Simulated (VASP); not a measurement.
Here is a VASP 6.6.1 calculation.

File INCAR:

```
PREC = Accurate
ENCUT = 500
EDIFF = 1E-6
ISMEAR = -1
SIGMA = 0.1
LREAL = F
LASPH = T
NELM = 120
ALGO = Normal
ISIF = 2
LWAVE = F
LCHARG = F
GGA = PS
NBANDS = 8
GGA_COMPAT = F
```

Contents of KPOINTS:

```
Automatic mesh
0
Gamma
  22 22 22
```

File POSCAR:

```
Al
1.0
    0.0000000000      2.0071145507      2.0071145507
    2.0071145507      0.0000000000      2.0071145507
    2.0071145507      2.0071145507      0.0000000000
Al
1
Direct
    0.0000000000      0.0000000000      0.0000000000
```

Potentials or basis: VASP PAW PBE potentials, release 64 (Al).

The run is started by

```sh
$ cat potpaw_PBE.64/Al/POTCAR > POTCAR
$ mpirun -np 1 vasp_std > vasp.out
```

Predict the band gap on the k mesh.

zero (an odd number of electrons rules out a gap without spin polarisation).

Predict the pressure.

0.1 GPa.

Caveat: the PAW data sets were made with another functional, which shifts forces and pressure a little.
